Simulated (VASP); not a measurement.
# Sc3Te (P6_3/mmc) in VASP: notebook

The runs below take Sc3Te through single point, with PBE.

Everything below comes from runs of VASP 6.6.1. Logs are shortened: lines on timing, memory, paths and dates and some standing lists are left out, and cuts for length are marked.

### Step 1. The cell of the first run

The structure is hexagonal, space group P6_3/mmc (No. 194). The conventional cell has a = 6.232 Å, b = 6.232 Å, c = 5.000 Å, α = 90.00°, β = 90.00°, γ = 120.00°. Within 4.1 Å of Te (site symmetry -6m2) lie 12 Sc at 3.08 to 3.12 Å. Within 4.1 Å of Sc (site symmetry mm2) lie 4 Te at 3.08 to 3.12 Å and 8 Sc at 3.08 to 3.12 Å.

### Step 2. Single point, PBE

INCAR

```
SYSTEM = Sc3Te
PREC     = Accurate       ! precision mode
ENCUT    = 520            ! plane-wave cutoff, eV
EDIFF    = 1E-6           ! SCF threshold, eV
ISMEAR   = -1             ! smearing method
SIGMA    = 0.05           ! smearing width, eV
LREAL    = .FALSE.        ! projectors in reciprocal space
LASPH    = .TRUE.         ! aspherical terms in the spheres
NELM     = 60             ! most SCF steps
ALGO     = Fast           ! electronic algorithm
ISIF     = 2              ! what is computed and relaxed
LWAVE    = .FALSE.        ! write WAVECAR
LCHARG   = .FALSE.        ! write CHGCAR
GGA      = PE             ! functional
NBANDS   = 49             ! bands
```

KPOINTS

```
regular mesh
0
G
  5 5 5
  0 0 0
```

POSCAR

```
Sc3Te
1.0
    6.2318330278      0.0000000000      0.0000000000
   -3.1159165140      5.3969257142      0.0000000000
    0.0000000000      0.0000000000      5.0001630886
Te Sc
2 6
Direct
    0.3333333333      0.6666666667      0.7500000000
    0.6666666667      0.3333333333      0.2500000000
    0.1671465050      0.3342930100      0.2500000000
    0.1671465050      0.8328534950      0.2500000000
    0.6657069900      0.8328534950      0.2500000000
    0.8328534950      0.6657069900      0.7500000000
    0.8328534950      0.1671465050      0.7500000000
    0.3342930100      0.1671465050      0.7500000000
```

Potentials or basis: VASP PAW PBE potentials, release 64 (Te, Sc_sv).

Started as:

```
> cat potpaw_PBE.64/Te/POTCAR potpaw_PBE.64/Sc_sv/POTCAR > POTCAR
> mpirun -np 1 vasp_std > vasp.out
```

OUTCAR:

```text
SYSTEM = Sc3Te
   PREC = Accurate
   ENCUT = 520
   EDIFF = 1E-6
   ISMEAR = -1
   LREAL = .FALSE.
   LASPH = .TRUE.
   NELM = 60
   ISIF = 2
   GGA = PE

 ion  position               nearest neighbor table
   1  0.333  0.667  0.750-   4 3.08   4 3.08   5 3.08   5 3.08   3 3.08   3 3.08   6 3.12   8 3.12
                             7 3.12   7 3.12   6 3.12   8 3.12
   2  0.667  0.333  0.250-   7 3.08   7 3.08   8 3.08   8 3.08   6 3.08   6 3.08   3 3.12   5 3.12
                             4 3.12   4 3.12   3 3.12   5 3.12
   3  0.167  0.334  0.250-   1 3.08   1 3.08   7 3.08   7 3.08   8 3.08   8 3.08   5 3.11   4 3.11
                             2 3.12   2 3.12   5 3.12   4 3.12
   4  0.167  0.833  0.250-   1 3.08   1 3.08   6 3.08   6 3.08   8 3.08   8 3.08   5 3.11   3 3.11
                             2 3.12   2 3.12   5 3.12   3 3.12
   5  0.666  0.833  0.250-   1 3.08   1 3.08   7 3.08   7 3.08   6 3.08   6 3.08   3 3.11   4 3.11
                             2 3.12   2 3.12   3 3.12   4 3.12
   6  0.833  0.666  0.750-   2 3.08   2 3.08   4 3.08   4 3.08   5 3.08   5 3.08   8 3.11   7 3.11
                             1 3.12   1 3.12   8 3.12   7 3.12
   7  0.833  0.167  0.750-   2 3.08   2 3.08   3 3.08   3 3.08   5 3.08   5 3.08   8 3.11   6 3.11
                             1 3.12   1 3.12   8 3.12   6 3.12
   8  0.334  0.167  0.750-   2 3.08   2 3.08   4 3.08   4 3.08   3 3.08   3 3.08   6 3.11   7 3.11
                             1 3.12   1 3.12   6 3.12   7 3.12

  LATTYP: Found a hexagonal cell.
 ALAT       =     6.2318330278
 C/A-ratio  =     0.8023583216

  Lattice vectors:

 A1 = (   6.2318330278,   0.0000000000,   0.0000000000)
 A2 = (  -3.1159165140,   5.3969257142,   0.0000000000)
 A3 = (   0.0000000000,   0.0000000000,   5.0001630886)

Analysis of symmetry for initial positions (statically):
=====================================================================
 Subroutine PRICEL returns:
 Original cell was already a primitive cell.

 Routine SETGRP: Setting up the symmetry group for a
 hexagonal supercell.

 Subroutine GETGRP returns: Found 24 space group operations
 (whereof 12 operations were pure point group operations)
 out of a pool of 24 trial point group operations.

The static configuration has the point symmetry D_3d.
 The point group associated with its full space group is D_6h.

Analysis of symmetry for dynamics (positions and initial velocities):
=====================================================================
 Subroutine PRICEL returns:
 Original cell was already a primitive cell.

 Routine SETGRP: Setting up the symmetry group for a
 hexagonal supercell.

 Subroutine GETGRP returns: Found 24 space group operations
 (whereof 12 operations were pure point group operations)
 out of a pool of 24 trial point group operations.

The dynamic configuration has the point symmetry D_3d.
 The point group associated with its full space group is D_6h.

 Subroutine INISYM returns: Found 24 space group operations
 (whereof 12 operations are pure point group operations),
 and found     1 'primitive' translations

----------------------------------------------------------------------------------------

                                     Primitive cell

  volume of cell :     168.1692

  direct lattice vectors                    reciprocal lattice vectors
     6.231833028  0.000000000  0.000000000     0.160466430  0.092645337  0.000000000
    -3.115916514  5.396925714  0.000000000     0.000000000  0.185290673  0.000000000
     0.000000000  0.000000000  5.000163089     0.000000000  0.000000000  0.199993477

  length of vectors
     6.231833028  6.231833028  5.000163089     0.185290673  0.185290673  0.199993477

  position of ions in fractional coordinates (direct lattice)
     0.333333333  0.666666667  0.750000000
     0.666666667  0.333333333  0.250000000
     0.167146505  0.334293010  0.250000000
     0.167146505  0.832853495  0.250000000
     0.665706990  0.832853495  0.250000000
     0.832853495  0.665706990  0.750000000
     0.832853495  0.167146505  0.750000000
     0.334293010  0.167146505  0.750000000

  ion indices of the primitive-cell ions
   primitive index   ion index
                 1           1
                 2           2
                 3           3
                 4           4
                 5           5
                 6           6
                 7           7
                 8           8

----------------------------------------------------------------------------------------

 KPOINTS: regular mesh

Automatic generation of k-mesh.
 Grid dimensions read from file:
 generate k-points for:    5    5    5

 Generating k-lattice:

  Cartesian coordinates                     Fractional coordinates (reciprocal lattice)
     0.032093286  0.018529067  0.000000000     0.200000000 -0.000000000  0.000000000
     0.000000000  0.037058135  0.000000000     0.000000000  0.200000000  0.000000000
     0.000000000  0.000000000  0.039998695     0.000000000  0.000000000  0.200000000

  Length of vectors
     0.037058135  0.037058135  0.039998695

  Shift w.r.t. Gamma in fractional coordinates (k-lattice)
     0.000000000  0.000000000  0.000000000

 Subroutine IBZKPT returns following result:
 ===========================================

 Found     15 irreducible k-points:

 Following reciprocal coordinates:
            Coordinates               Weight
  0.000000  0.000000  0.000000      1.000000
  0.200000  0.000000  0.000000      6.000000
  0.400000  0.000000  0.000000      6.000000
  0.200000  0.200000  0.000000      6.000000
  0.400000  0.200000  0.000000      6.000000
  0.000000  0.000000  0.200000      2.000000
  0.200000  0.000000  0.200000     12.000000
  0.400000  0.000000  0.200000     12.000000
  0.200000  0.200000  0.200000     12.000000
  0.400000  0.200000  0.200000     12.000000
  0.000000  0.000000  0.400000      2.000000
  0.200000  0.000000  0.400000     12.000000
  0.400000  0.000000  0.400000     12.000000
  0.200000  0.200000  0.400000     12.000000
  0.400000  0.200000  0.400000     12.000000
   k-points           NKPTS =     15   k-points in BZ     NKDIM =     15   number of bands    NBANDS=     49
   number of dos      NEDOS =    301   number of ions     NIONS =      8
   total plane-waves  NPLWV =  92160
   dimension x,y,z NGX =    48 NGY =   48 NGZ =   40
   dimension x,y,z NGXF=    96 NGYF=   96 NGZF=   80
   ions per type =               2   6
   NGX,Y,Z   is equivalent  to a cutoff of  12.80, 12.80, 13.30 a.u.
   NGXF,Y,Z  is equivalent  to a cutoff of  25.61, 25.61, 26.60 a.u.
 SYSTEM =  Sc3Te
   PREC   = accura    normal or accurate (medium, high low for compatibility)
   ISTART =      0    job   : 0-new  1-cont  2-samecut
   ICHARG =      2    charge: 1-file 2-atom 10-const
   ISPIN  =      1    spin polarized calculation?
   LNONCOLLINEAR =      F non collinear calculations
   LSORBIT =      F    spin-orbit coupling
   LASPH  =      T    aspherical Exc in radial PAW
   ENCUT  =  520.0 eV  38.22 Ry    6.18 a.u.  11.59 11.59  9.30*2*pi/ulx,y,z
   NELM   =     60;   NELMIN=  2; NELMDL= -5     # of ELM steps
   EDIFF  = 0.1E-05   stopping-criterion for ELM
   LREAL  =      F    real-space projection
[... 7 lines left out ...]
   TEBEG  =    0.0;   TEEND  =   0.0 temperature during run
   PSTRESS=    0.0 pullay stress
   NELECT =      78.0000    total number of electrons
   NUPDOWN=      -1.0000    fix difference up-down
   EMIN   =  10.00;   EMAX   =-10.00  energy-range for DOS
   EFERMI =   0.00;   METHOD = LEGACY
   ISMEAR =    -1;   SIGMA  =   0.05  broadening in eV -4-tet -1-fermi 0-gaus
   EFERMI_NEDOS =   21; number of points for ismear=-14 and -15
   IALGO  =     68    algorithm
   IMIX   =      4    mixing-type and parameters
     AMIX     =   0.40;   BMIX     =  1.00
     AMIX_MAG =   1.60;   BMIX_MAG =  1.00
  volume/ion in A,a.u.               =      21.02       141.86
  Fermi-wavevector in a.u.,A,eV,Ry     =   1.267236  2.394729 21.849426  1.605888
  Thomas-Fermi vector in A             =   2.400395
   LORBIT       =      0    0 simple, 1 ext, 2 COOP (PROOUT), +10 PAW based schemes
   GGA     = PE    functional components
   LHFCALC =     F    Hartree Fock is set to
   AEXX    =    0.0000 exact exchange contribution
   IVDW    =     0    specifies the selected vdW correction
   LEPSILON=     F    determine dielectric tensor
   LRPA    =     F    only Hartree local field effects (RPA)
 non-spin polarized calculation
 RMM-DIIS sequential band-by-band and
  energy-cutoff  :      520.00
  volume of cell :      168.17
 maximum number of plane-waves:      4566
 NGX is ok and might be reduce to    48
   NGX = 23   NGY = 23   NGZ = 19

 number of electron      78.0000019 magnetization

 Free energy of the ion-electron system (eV)
  ---------------------------------------------------
  ext. energy  EPLUGINS =         0.00000000
  ---------------------------------------------------
  free energy    TOTEN  =       -47.00215838 eV

  energy without entropy =      -46.93433803  energy(sigma->0) =      -46.96824820

 E-fermi :   7.1331     XC(G=0): -10.7450

 val. band max:        7.1238271358   @ k =   0.0000   0.0000   0.4000
 cond. band min:       7.1503078545   @ k =   0.2000   0.2000   0.0000
 fundamental gap:      0.0264807187
 Fermi energy:         7.1331419944

 k-point     1 :       0.0000    0.0000    0.0000
  band No.  band energies     occupation
      1     -42.1889      2.00000
      2     -42.1130      2.00000
      3     -42.1130      2.00000
      4     -42.1059      2.00000
      5     -42.0731      2.00000
      6     -42.0731      2.00000
[... 41 lines left out ...]
     48       9.0812      0.00000
     49       9.5684      0.00000

 k-point     2 :       0.2000    0.0000    0.0000
  band No.  band energies     occupation
      1     -42.1829      2.00000
      2     -42.1199      2.00000
      3     -42.1132      2.00000
      4     -42.1037      2.00000
      5     -42.0745      2.00000
      6     -42.0730      2.00000
[... 668 lines left out ...]
 k-point    15 :       0.4000    0.2000    0.4000
  band No.  band energies     occupation
      1     -42.1346      2.00000
      2     -42.1267      2.00000
      3     -42.1168      2.00000
      4     -42.1055      2.00000
      5     -42.0950      2.00000
      6     -42.0889      2.00000
[... 41 lines left out ...]
     48       8.7134      0.00000
     49       9.1952      0.00000

------------------------ aborting loop because EDIFF is reached ----------------------------------------

  FORCE on cell =-STRESS in cart. coord.  units (eV):
  Direction    XX          YY          ZZ          XY          YZ          ZX
  --------------------------------------------------------------------------------------
  -------------------------------------------------------------------------------------
  Total        5.1074253      5.1074253      4.8586225     -0.0000000      0.0000000      0.0000000
  in kB       48.6593370     48.6593370     46.2889490     -0.0000000      0.0000000      0.0000000
  external PRESSURE =      47.8692077 kB  Pullay stress =       0.0000000 kB

 VOLUME and BASIS-vectors are now :
 -----------------------------------------------------------------------------
  energy-cutoff  :      520.00
  volume of cell :      168.17
      direct lattice vectors                 reciprocal lattice vectors
     6.231833028  0.000000000  0.000000000     0.160466430  0.092645337  0.000000000
    -3.115916514  5.396925714  0.000000000     0.000000000  0.185290673  0.000000000
     0.000000000  0.000000000  5.000163089     0.000000000  0.000000000  0.199993477

 POSITION                                       TOTAL-FORCE (eV/Angst)
 -----------------------------------------------------------------------------------
     -0.00000      3.59795      3.75012         0.000000      0.000000     -0.000000
      3.11592      1.79898      1.25004        -0.000000     -0.000000     -0.000000
     -0.00000      1.80415      1.25004         0.000000     -0.008543     -0.000000
     -1.55347      4.49485      1.25004        -0.007399      0.004272      0.000000
      1.55347      4.49485      1.25004         0.007399      0.004272      0.000000
      3.11592      3.59277      3.75012        -0.000000      0.008543      0.000000
      4.66939      0.90208      3.75012         0.007399     -0.004272     -0.000000
      1.56244      0.90208      3.75012        -0.007399     -0.004272      0.000000
 -----------------------------------------------------------------------------------
    total drift:                               -0.000001      0.000001     -0.000000

  FREE ENERGIE OF THE ION-ELECTRON SYSTEM (eV)
  ---------------------------------------------------
  free  energy   TOTEN  =       -47.0021583819 eV

  energy  without entropy=      -46.9343380251  energy(sigma->0) =      -46.96824820
```

Wall time 2.4 min (1 thread of Intel Xeon 6975P-C (Granite Rapids), shared host); peak memory 0.34 GiB.

What came out:

```
Free energy            : -47.0022 eV
Pressure               : 4.8 GPa
Largest force          : 0.009 eV/Å
Band gap on the k mesh : zero (band 39 reaches 7.29 eV, above the bottom of band 40 at 6.65 eV)
```

Forces in eV/Å, atoms in the order of the input:
```
Te   0.000  0.000  0.000
Te   0.000  0.000  0.000
Sc   0.000 -0.009  0.000
Sc  -0.007  0.004  0.000
Sc   0.007  0.004  0.000
Sc   0.000  0.009  0.000
Sc   0.007 -0.004  0.000
Sc  -0.007 -0.004  0.000
```

Levels at points of the mesh, in eV from the Fermi level:
```
           k point  band 35  band 36  band 37  band 38  band 39  band 40  band 41  band 42  band 43  band 44
(0.00, 0.00, 0.00)    -1.10    -1.10    -0.91    -0.91    -0.70    -0.49    -0.15    -0.15     1.08     1.08
```

Caveat: spin-orbit coupling is left out, which moves the levels of the heavy elements.

(Continued in part 2 of 2.)
